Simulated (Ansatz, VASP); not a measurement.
One calculation of WSe2, two programs

INCAR

```
  PREC = Accurate
  ENCUT = 600
  EDIFF = 1E-7
  ISMEAR = 0
  SIGMA = 0.02
  LREAL = F
  LASPH = T
  NELM = 80
  ALGO = Normal
  ISIF = 3
  LWAVE = F
  LCHARG = F
  GGA = PS
  IBRION = 2
  NSW = 80
  EDIFFG = -0.01
```

The input KPOINTS:

```
Automatic mesh
0
Gamma
  12 12 2
```

File POSCAR:

```
WSe2
1.0
    3.3135727490      0.0000000000      0.0000000000
   -1.6567863745      2.8696381779      0.0000000000
    0.0000000000      0.0000000000     17.8577209425
W Se
1 2
Direct
    0.3333333333      0.6666666667      0.0000000000
    0.6666666667      0.3333333333      0.9075761485
    0.6666666667      0.3333333333      0.0924238515
```

Input for Ansatz:

```yaml
crystal:
  lattice:
    - [3.313572749, 0.0, 0.0]
    - [-1.6567863745, 2.8696381779, 0.0]
    - [0.0, 0.0, 17.8577209425]
  atoms:
    - { symbol: W, position: [0.3333333333, 0.6666666667, 0.0] }
    - { symbol: Se, position: [0.6666666667, 0.3333333333, 0.9075761485] }
    - { symbol: Se, position: [0.6666666667, 0.3333333333, 0.0924238515] }
basis:
  ecutwfc: 420
kpoints:
  mp_grid: { grid: [12, 12, 2] }
hamiltonian:
  xc: pbesol
scf:
  occupations: { method: gaussian, width: 0.02 }
output:
  forces: true
  stress: true
  eigenvalues: true
relax:
  adjacent_minimum: "off"
  f_tol: 0.01
  max_steps: 60
  cell: { stress_tol: 0.1 }
```

Alike in both runs: task relaxation of cell and atoms; functional PBEsol; k mesh 12 × 12 × 2; occupations gaussian, width 0.02 eV; no spin polarisation.

```csv
,VASP,Ansatz
version,VASP 6.6.1,Ansatz 0.2.0
potentials or method,"VASP PAW PBE potentials, release 64 (W_sv, Se), cutoff 600 eV","scalar-relativistic, plane waves, PAW"
valence electrons in the cell,26,46
```

|  | VASP | Ansatz | Ansatz less VASP |
| --- | --- | --- | --- |
| gap on the k mesh at the Fermi level, each at its own relaxed structure (eV) | 1.68 | 1.69 | +0.005 |
| relaxed volume (Å³/atom) | 55.74 | 55.12 | -0.626 |
| relaxed cell length with the largest relative difference (Å) | 18.028 | 17.853 | -0.1747 |

VASP's potentials were made for PBE, not for PBEsol. VASP's potentials hold 26 valence electrons a cell and Ansatz's 46, so a difference there can come from the potentials and not from the codes.

Spin-orbit coupling is off throughout.
